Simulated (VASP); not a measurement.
# Rh (Fm-3m) in VASP: a series of runs, part 2 of 2

VASP 6.6.1.

## (4) Single point, LDA, collinear spin, ferromagnetic start (10.85 Å³/atom)

INCAR reads:

```
PREC     = Accurate       # precision mode
ENCUT    = 520            # plane-wave cutoff, eV
EDIFF    = 1E-6           # SCF threshold, eV
ISMEAR   = 0              # smearing method
SIGMA    = 0.15           # smearing width, eV
LREAL    = F              # projectors in reciprocal space
LASPH    = T              # aspherical terms in the spheres
NELM     = 150            # most SCF steps
ALGO     = Normal         # electronic algorithm
ISIF     = 2              # what is computed and relaxed
LWAVE    = F              # write WAVECAR
LCHARG   = F              # write CHGCAR
ISPIN    = 2              # spin polarisation
MAGMOM   = 0.625          # initial moments
LORBIT   = 11             # projections on sites
NUPDOWN  = 0.625          # fixed moment
LMAXMIX  = 4              # l up to which the mixer works
NBANDS   = 18             # bands
```

KPOINTS reads:

```
regular mesh
0
Gamma
  22 22 22
```

POSCAR reads:

```
Rh
1.0
    0.0000000000      1.7568979448      1.7568979448
    1.7568979448      0.0000000000      1.7568979448
    1.7568979448      1.7568979448      0.0000000000
Rh
1
Direct
    0.0000000000      0.0000000000      0.0000000000
```

Potentials or basis: VASP PAW LDA potentials, release 64 (Rh_pv).

Run with:

```console
$ cat potpaw_LDA.64/Rh_pv/POTCAR > POTCAR
$ mpirun -np 1 vasp_std > vasp.out
```

OUTCAR:

```text
PREC = Accurate
   ENCUT = 520
   EDIFF = 1E-6
   ISMEAR = 0
   LREAL = F
   LASPH = T
   NELM = 150
   ISIF = 2
   ISPIN = 2
   LORBIT = 11
   NUPDOWN = 0.625

 ion  position               nearest neighbor table
   1  0.000  0.000  0.000-

  LATTYP: Found a face centered cubic cell.
 ALAT       =     3.5137958896

  Lattice vectors:

 A1 = (   0.0000000000,   1.7568979448,   1.7568979448)
 A2 = (   1.7568979448,   0.0000000000,   1.7568979448)
 A3 = (   1.7568979448,   1.7568979448,   0.0000000000)

Analysis of symmetry for initial positions (statically):
=====================================================================
 Subroutine PRICEL returns:
 Original cell was already a primitive cell.

 Routine SETGRP: Setting up the symmetry group for a
 face centered cubic supercell.

 Subroutine GETGRP returns: Found 48 space group operations
 (whereof 48 operations were pure point group operations)
 out of a pool of 48 trial point group operations.

The static configuration has the point symmetry O_h .

Analysis of symmetry for dynamics (positions and initial velocities):
[... 681 lines left out ...]
     17      53.0248      0.00000
     18      59.7541      0.00000

 [... further k-points ...]

 spin component 2

 k-point     1 :       0.0000    0.0000    0.0000
  band No.  band energies     occupation
      1     -29.6308      1.00000
      2     -29.6308      1.00000
      3     -29.6308      1.00000
      4       6.9370      1.00000
      5      12.4250      1.00000
      6      12.4250      1.00000
[... 493 lines left out ...]
     17      53.2050      0.00000
     18      59.9715      0.00000

 [... further k-points ...]

------------------------ aborting loop because EDIFF is reached ----------------------------------------

  FORCE on cell =-STRESS in cart. coord.  units (eV):
  Direction    XX          YY          ZZ          XY          YZ          ZX
  --------------------------------------------------------------------------------------
  -------------------------------------------------------------------------------------
  Total        7.4928260      7.4928260      7.4928260      0.0000000     -0.0000000      0.0000000
  in kB     1106.8445470   1106.8445470   1106.8445470      0.0000000     -0.0000000      0.0000000
  external PRESSURE =    1106.8445470 kB  Pullay stress =       0.0000000 kB

 VOLUME and BASIS-vectors are now :
 -----------------------------------------------------------------------------
  energy-cutoff  :      520.00
  volume of cell :       10.85
      direct lattice vectors                 reciprocal lattice vectors
     0.000000000  1.756897945  1.756897945    -0.284592512  0.284592512  0.284592512
     1.756897945  0.000000000  1.756897945     0.284592512 -0.284592512  0.284592512
     1.756897945  1.756897945  0.000000000     0.284592512  0.284592512 -0.284592512

 POSITION                                       TOTAL-FORCE (eV/Angst)
 -----------------------------------------------------------------------------------
      0.00000      0.00000      0.00000         0.000000      0.000000      0.000000
 -----------------------------------------------------------------------------------
    total drift:                                0.000000     -0.000000      0.000000

  FREE ENERGIE OF THE ION-ELECTRON SYSTEM (eV)
  ---------------------------------------------------
  free  energy   TOTEN  =        -7.8793114444 eV

  energy  without entropy=       -7.8666600241  energy(sigma->0) =       -7.87298573

 total charge

# of ion       s       p       d       tot
------------------------------------------
    1        0.533   6.489   7.350  14.371

 magnetization (x)

# of ion       s       p       d       tot
------------------------------------------
    1        0.004   0.015   0.586   0.606
```

stdout:

```text
POSCAR found type information on POSCAR Rh
 POSCAR found :  1 types and       1 ions
 scaLAPACK will be used
 LDA part: xc-table for (Slater(with rela. corr.)+CA(PZ))
 , standard interpolation
 POSCAR, INCAR and KPOINTS ok, starting setup
 FFT: planning ... GRIDC
 FFT: planning ... GRID_SOFT
 FFT: planning ... GRID
 WAVECAR not read
 entering main loop
```

Run time: 61 s. Hardware: 1 thread of Intel Xeon Platinum 8488C (Sapphire Rapids), shared host; peak memory 0.19 GiB.

What came out:

```
Free energy                                           : -7.8793 eV
Pressure                                              : 110.7 GPa
Net moment                                            : 0.62 μB per cell
Site moments                                          : Rh +0.61 μB
Valence electrons inside the program's atomic spheres : Rh 14.37
```

Caveat: the cell stands under pressure; the total moment is fixed, so each spin has its own Fermi level and the state may be an excited one.

## (5) Summary

```tsv
spin	fixed moment (μB)	pressure (GPa)	moment (μB)
collinear, ferromagnetic start	0.875	115.5	0.87
collinear	0.125	105.6	0.12
collinear, ferromagnetic start	0.625	110.7	0.62
```

Alike in all rows: task single point; level LDA; potentials or basis VASP PAW LDA potentials, release 64 (Rh_pv); cell as given; k mesh 22 × 22 × 22; cutoff (eV) 520; smearing gaussian 0.15 eV.

Caveats: the cell stands under pressure; the total moment is fixed, so each spin has its own Fermi level and the state may be an excited one.

Total energies depend on the potentials used, so only differences within one code and one set of settings carry meaning.
